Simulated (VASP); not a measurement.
Wanted: the native input for a VASP 6.6.1 run.

```
Task                   : relaxation of cell and atoms
Functional             : PBE
Potentials or basis    : VASP PAW PBE potentials, release 64 (Tm_3, P), 4f in core
Cutoff                 : 500 eV
k mesh                 : 10 × 10 × 10
Occupations            : gaussian, width 0.1 eV
Spin                   : no spin polarisation
Dipole correction      : no
Further INCAR settings : ALGO = Normal; EDIFF = 1e-07; IBRION = 2; EDIFFG = -0.01; NSW = 100; ISIF = 3
```

The structure of TmP2 lies in POSCAR:

```
TmP2
1.0
    0.0000000000      3.7677309138      3.7677309138
    3.7677309138      0.0000000000      3.7677309138
    3.7677309138      3.7677309138      0.0000000000
Tm P
2 4
Direct
    0.0000000000      0.0000000000      0.0000000000
    0.2500000000      0.2500000000      0.2500000000
    0.1250000000      0.6250000000      0.6250000000
    0.6250000000      0.6250000000      0.6250000000
    0.6250000000      0.6250000000      0.1250000000
    0.6250000000      0.1250000000      0.6250000000
```

The cell was generated, and may not be a known phase.

The input as run:

INCAR

```
SYSTEM = TmP2
  ALGO = Normal
  EDIFF = 1E-7
  EDIFFG = -0.01
  ENCUT = 500
  GGA = PE
  GGA_COMPAT = .FALSE.
  IBRION = 2
  ISIF = 3
  ISMEAR = 0
  LASPH = .TRUE.
  LCHARG = .FALSE.
  LMAXMIX = 6
  LREAL = .FALSE.
  LWAVE = .FALSE.
  NELM = 200
  NELMIN = 4
  NSW = 100
  PREC = Accurate
  SIGMA = 0.1
```

KPOINTS

```
k-points
0
G
  10 10 10
  0 0 0
```

Potentials or basis: VASP PAW PBE potentials, release 64 (Tm_3, P), 4f in core.

Command:

```bash
$ cat potpaw_PBE.64/Tm_3/POTCAR potpaw_PBE.64/P/POTCAR > POTCAR
$ mpirun -np 1 vasp_std > vasp.out
```

Results of the run:

| Quantity | Value |
| --- | --- |
| Relaxed volume | 17.74 Å³/atom |
| Relaxed cell | a = 5.320 Å, b = 5.320 Å, c = 5.320 Å, α = 60.00°, β = 60.00°, γ = 60.00° |
| Space group after relaxing (to 0.1 Å) | Fd-3m (No. 227) |
| Energy gained by relaxing | 0.1 meV/atom |
| Ionic steps | 3 |
| Pressure after relaxing | 0.0 GPa |
| Band gap on the k mesh | zero (bands 19 and 20 overlap by 2.86 eV) |

Caveat: spin-orbit coupling is left out, which moves the levels of the heavy elements; the 4f electrons are frozen in the core, so they carry no moment and show no levels.

Run time: 3.4 min on 1 thread of Intel(R) Xeon(R) Platinum 8559C (Emerald Rapids), with other jobs on the host, peak memory 0.29 GiB.
